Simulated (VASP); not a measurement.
# CaO (Fm-3m) in VASP: single point with PBE

Aim: the single point of CaO with PBE.

All numbers are computed with VASP 6.6.1; they aren't measurements. Logs are shortened: lines on timing, memory, paths and dates and some standing lists are left out, and cuts for length are marked.

### 1 The cell of the first run

Symmetry: Fm-3m, No. 225, cubic system. Conventional cell: a = 4.831 Å, b = 4.831 Å, c = 4.831 Å, α = 90.00°, β = 90.00°, γ = 90.00°. Ca (site symmetry m-3m) has 6 O at 2.42 Å within 3.2 Å. Within 3.2 Å of O (site symmetry m-3m) lie 6 Ca at 2.42 Å.

### 2 Single point, PBE

File INCAR:

```
ALGO = Normal
EDIFF = 1E-7
ENCUT = 520
GGA = PE
ISIF = 2
ISMEAR = 0
LASPH = True
LCHARG = False
LREAL = False
LWAVE = False
NBANDS = 15
NELM = 80
PREC = Accurate
SIGMA = 0.02
```

File KPOINTS:

```
k-points
0
Gamma
  8 8 8
```

File POSCAR:

```
CaO
1.0
    0.0000000000      2.4154596176      2.4154596176
    2.4154596176      0.0000000000      2.4154596176
    2.4154596176      2.4154596176      0.0000000000
Ca O
1 1
Direct
    0.0000000000      0.0000000000      0.0000000000
    0.5000000000      0.5000000000      0.5000000000
```

Potentials or basis: VASP PAW PBE potentials, release 64 (Ca_sv, O).

The run is started by

```console
cat potpaw_PBE.64/Ca_sv/POTCAR potpaw_PBE.64/O/POTCAR > POTCAR
mpirun -np 1 vasp_std > vasp.out
```

OUTCAR:

```text
EDIFF = 1E-7
   ENCUT = 520
   GGA = PE
   ISIF = 2
   ISMEAR = 0
   LASPH = True
   LREAL = False
   NELM = 80
   PREC = Accurate

 ion  position               nearest neighbor table
   1  0.000  0.000  0.000-   2 2.42   2 2.42   2 2.42   2 2.42   2 2.42   2 2.42
   2  0.500  0.500  0.500-   1 2.42   1 2.42   1 2.42   1 2.42   1 2.42   1 2.42

  LATTYP: Found a face centered cubic cell.
 ALAT       =     4.8309192352

  Lattice vectors:

 A1 = (   0.0000000000,   2.4154596176,   2.4154596176)
 A2 = (   2.4154596176,   0.0000000000,   2.4154596176)
 A3 = (   2.4154596176,   2.4154596176,   0.0000000000)

Analysis of symmetry for initial positions (statically):
=====================================================================
 Subroutine PRICEL returns:
 Original cell was already a primitive cell.

 Routine SETGRP: Setting up the symmetry group for a
 face centered cubic supercell.

 Subroutine GETGRP returns: Found 48 space group operations
 (whereof 48 operations were pure point group operations)
 out of a pool of 48 trial point group operations.

The static configuration has the point symmetry O_h .

Analysis of symmetry for dynamics (positions and initial velocities):
=====================================================================
 Subroutine PRICEL returns:
 Original cell was already a primitive cell.

 Routine SETGRP: Setting up the symmetry group for a
 face centered cubic supercell.

 Subroutine GETGRP returns: Found 48 space group operations
 (whereof 48 operations were pure point group operations)
 out of a pool of 48 trial point group operations.

The dynamic configuration has the point symmetry O_h .

 Subroutine INISYM returns: Found 48 space group operations
 (whereof 48 operations are pure point group operations),
 and found     1 'primitive' translations

----------------------------------------------------------------------------------------

                                     Primitive cell

  volume of cell :      28.1857

  direct lattice vectors                    reciprocal lattice vectors
     0.000000000  2.415459618  2.415459618    -0.206999942  0.206999942  0.206999942
     2.415459618  0.000000000  2.415459618     0.206999942 -0.206999942  0.206999942
     2.415459618  2.415459618  0.000000000     0.206999942  0.206999942 -0.206999942

  length of vectors
     3.415975751  3.415975751  3.415975751     0.358534416  0.358534416  0.358534416

  position of ions in fractional coordinates (direct lattice)
     0.000000000  0.000000000  0.000000000
     0.500000000  0.500000000  0.500000000

  ion indices of the primitive-cell ions
   primitive index   ion index
                 1           1
                 2           2

----------------------------------------------------------------------------------------

 KPOINTS: k-points

Automatic generation of k-mesh.
 Grid dimensions read from file:
 generate k-points for:    8    8    8

 Generating k-lattice:

  Cartesian coordinates                     Fractional coordinates (reciprocal lattice)
    -0.025874993  0.025874993  0.025874993     0.125000000  0.000000000  0.000000000
     0.025874993 -0.025874993  0.025874993     0.000000000  0.125000000  0.000000000
     0.025874993  0.025874993 -0.025874993     0.000000000  0.000000000  0.125000000

  Length of vectors
     0.044816802  0.044816802  0.044816802

  Shift w.r.t. Gamma in fractional coordinates (k-lattice)
     0.000000000  0.000000000  0.000000000

 Subroutine IBZKPT returns following result:
 ===========================================

 Found     29 irreducible k-points:

 Following reciprocal coordinates:
            Coordinates               Weight
  0.000000  0.000000  0.000000      1.000000
  0.125000  0.000000  0.000000      8.000000
  0.250000  0.000000  0.000000      8.000000
  0.375000  0.000000  0.000000      8.000000
  0.500000  0.000000  0.000000      4.000000
  0.125000  0.125000  0.000000      6.000000
[... 16 lines left out ...]
  0.500000  0.250000  0.125000     48.000000
 -0.375000  0.250000  0.125000     24.000000
 [... further k-points ...]
   k-points           NKPTS =     29   k-points in BZ     NKDIM =     29   number of bands    NBANDS=     15
   number of dos      NEDOS =    301   number of ions     NIONS =      2
   total plane-waves  NPLWV =  21952
   dimension x,y,z NGX =    28 NGY =   28 NGZ =   28
   dimension x,y,z NGXF=    56 NGYF=   56 NGZF=   56
   ions per type =               1   1
   NGX,Y,Z   is equivalent  to a cutoff of  13.63, 13.63, 13.63 a.u.
   NGXF,Y,Z  is equivalent  to a cutoff of  27.25, 27.25, 27.25 a.u.
 SYSTEM =  unknown system
   PREC   = accura    normal or accurate (medium, high low for compatibility)
   ISTART =      0    job   : 0-new  1-cont  2-samecut
   ICHARG =      2    charge: 1-file 2-atom 10-const
   ISPIN  =      1    spin polarized calculation?
   LNONCOLLINEAR =      F non collinear calculations
   LSORBIT =      F    spin-orbit coupling
   LASPH  =      T    aspherical Exc in radial PAW
   ENCUT  =  520.0 eV  38.22 Ry    6.18 a.u.   6.35  6.35  6.35*2*pi/ulx,y,z
   NELM   =     80;   NELMIN=  2; NELMDL= -5     # of ELM steps
   EDIFF  = 0.1E-06   stopping-criterion for ELM
   LREAL  =      F    real-space projection
   EDIFFG = 0.1E-05   stopping-criterion for IOM
   NSW    =      0    number of steps for IOM
   IBRION =     -1    ionic relax: 0-MD 1-quasi-New 2-CG
   NFREE  =      0    steps in history (QN), initial steepest desc. (CG)
   ISIF   =      2    stress and relaxation
   ISYM   =      2    0-nonsym 1-usesym 2-fastsym
   POTIM  = 0.5000    time-step for ionic-motion
   TEBEG  =    0.0;   TEEND  =   0.0 temperature during run
   PSTRESS=    0.0 pullay stress
   NELECT =      16.0000    total number of electrons
   NUPDOWN=      -1.0000    fix difference up-down
   EMIN   =  10.00;   EMAX   =-10.00  energy-range for DOS
   EFERMI =   0.00;   METHOD = LEGACY
   ISMEAR =     0;   SIGMA  =   0.02  broadening in eV -4-tet -1-fermi 0-gaus
   EFERMI_NEDOS =   21; number of points for ismear=-14 and -15
   IALGO  =     38    algorithm
   IMIX   =      4    mixing-type and parameters
     AMIX     =   0.40;   BMIX     =  1.00
     AMIX_MAG =   1.60;   BMIX_MAG =  1.00
  volume/ion in A,a.u.               =      14.09        95.10
  Fermi-wavevector in a.u.,A,eV,Ry     =   1.355517  2.561556 24.999712  1.837427
  Thomas-Fermi vector in A             =   2.482598
   LORBIT       =      0    0 simple, 1 ext, 2 COOP (PROOUT), +10 PAW based schemes
   GGA     = PE    functional components
   LHFCALC =     F    Hartree Fock is set to
   AEXX    =    0.0000 exact exchange contribution
   IVDW    =     0    specifies the selected vdW correction
   LEPSILON=     F    determine dielectric tensor
   LRPA    =     F    only Hartree local field effects (RPA)
 non-spin polarized calculation
 Gauss-broadening in eV      SIGMA  =   0.02
  energy-cutoff  :      520.00
  volume of cell :       28.19
 maximum number of plane-waves:       775
 NGX is ok and might be reduce to    28
   NGX = 13   NGY = 13   NGZ = 13

 number of electron      15.9999999 magnetization

 Free energy of the ion-electron system (eV)
  ---------------------------------------------------
  ext. energy  EPLUGINS =         0.00000000
  ---------------------------------------------------
  free energy    TOTEN  =       -12.80532255 eV

  energy without entropy =      -12.80532255  energy(sigma->0) =      -12.80532255

 E-fermi :   2.5187     XC(G=0): -10.4014

 val. band max:        2.2635184408   @ k =   0.0000   0.0000   0.0000
 cond. band min:       5.9032958030   @ k =   0.5000   0.5000   0.0000
 fundamental gap:      3.6397773621
 Fermi energy:         2.5187240853

 k-point     1 :       0.0000    0.0000    0.0000
  band No.  band energies     occupation
      1     -35.4355      2.00000
      2     -16.2102      2.00000
      3     -16.2102      2.00000
      4     -16.2102      2.00000
      5     -13.2393      2.00000
      6       2.2635      2.00000
      7       2.2635      2.00000
      8       2.2635      2.00000
      9       6.8541      0.00000
     10       8.4516      0.00000
     11       8.4516      0.00000
     12       8.4516      0.00000
     13       9.9288      0.00000
     14       9.9288      0.00000
     15      17.2398      0.00000

 k-point     2 :       0.1250    0.0000    0.0000
  band No.  band energies     occupation
      1     -35.4216      2.00000
      2     -16.4057      2.00000
      3     -16.2179      2.00000
      4     -16.2179      2.00000
      5     -13.0326      2.00000
      6       1.7338      2.00000
      7       2.0587      2.00000
      8       2.0587      2.00000
      9       7.5350      0.00000
     10       8.4111      0.00000
     11       8.7107      0.00000
     12       8.7107      0.00000
     13      10.2869      0.00000
     14      10.2869      0.00000
     15      17.7985      0.00000

 k-point     3 :       0.2500    0.0000    0.0000
  band No.  band energies     occupation
      1     -35.3878      2.00000
      2     -16.8022      2.00000
      3     -16.2363      2.00000
      4     -16.2363      2.00000
      5     -12.6072      2.00000
      6       0.7471      2.00000
      7       1.6192      2.00000
      8       1.6192      2.00000
      9       8.4705      0.00000
     10       8.9890      0.00000
     11       9.3899      0.00000
     12       9.3899      0.00000
     13      11.1498      0.00000
     14      11.1498      0.00000
     15      18.0434      0.00000
[... 343 lines left out ...]
 k-point    23 :       0.5000    0.2500    0.1250
  band No.  band energies     occupation
      1     -35.3360      2.00000
      2     -16.9850      2.00000
      3     -16.4226      2.00000
      4     -16.3057      2.00000
      5     -12.4218      2.00000
      6       0.2884      2.00000
      7       1.2158      2.00000
      8       1.4316      2.00000
      9       8.1032      0.00000
     10       9.6664      0.00000
     11      10.6456      0.00000
     12      10.7277      0.00000
     13      12.0641      0.00000
     14      13.2259      0.00000
     15      16.8529      0.00000

 k-point    24 :      -0.3750    0.2500    0.1250
  band No.  band energies     occupation
      1     -35.3247      2.00000
      2     -17.0439      2.00000
      3     -16.4370      2.00000
      4     -16.3295      2.00000
      5     -12.3677      2.00000
      6       0.2367      2.00000
      7       1.1504      2.00000
      8       1.2288      2.00000
      9       8.9522      0.00000
     10       9.0312      0.00000
     11      10.9308      0.00000
     12      11.0869      0.00000
     13      12.3499      0.00000
     14      14.0339      0.00000
     15      15.8958      0.00000

 [... further k-points ...]
[... 5 lines left out ...]
  --------------------------------------------------------------------------------------
  -------------------------------------------------------------------------------------
  Total        0.0968948      0.0968948      0.0968948      0.0000000      0.0000000     -0.0000000
  in kB        5.5078431      5.5078431      5.5078431      0.0000000      0.0000000     -0.0000000
  external PRESSURE =       5.5078431 kB  Pullay stress =       0.0000000 kB

 VOLUME and BASIS-vectors are now :
 -----------------------------------------------------------------------------
  energy-cutoff  :      520.00
  volume of cell :       28.19
      direct lattice vectors                 reciprocal lattice vectors
     0.000000000  2.415459618  2.415459618    -0.206999942  0.206999942  0.206999942
     2.415459618  0.000000000  2.415459618     0.206999942 -0.206999942  0.206999942
     2.415459618  2.415459618  0.000000000     0.206999942  0.206999942 -0.206999942

 POSITION                                       TOTAL-FORCE (eV/Angst)
 -----------------------------------------------------------------------------------
      0.00000      0.00000      0.00000         0.000000     -0.000000     -0.000000
      2.41546      2.41546      2.41546        -0.000000      0.000000      0.000000
 -----------------------------------------------------------------------------------
    total drift:                                0.000000      0.000000      0.000000

  FREE ENERGIE OF THE ION-ELECTRON SYSTEM (eV)
  ---------------------------------------------------
  free  energy   TOTEN  =       -12.8053225508 eV

  energy  without entropy=      -12.8053225508  energy(sigma->0) =      -12.80532255
```

Run time: 11 s. Hardware: 1 thread of AMD EPYC 9R45 (Zen 5), shared host; peak memory 0.13 GiB.

Results:

* Free energy: -12.8053 eV
* Pressure: 0.6 GPa
* Band gap on the k mesh: 3.64 eV, indirect (least direct gap 4.02 eV)

Levels at points of the mesh, in eV from the valence-band top:
```csv
k point,band 5,band 6,band 7,band 8,band 9,band 10,band 11,band 12
"(0.00, 0.00, 0.00)",-15.50,0.00,0.00,0.00,4.59,6.19,6.19,6.19
"(0.50, 0.00, 0.00)",-14.37,-2.60,-1.17,-1.17,6.98,8.27,8.27,8.39
"(0.50, 0.50, 0.00)",-15.26,-1.31,-0.38,-0.38,3.64,7.93,8.81,9.43
```

A k mesh can miss the band edges.
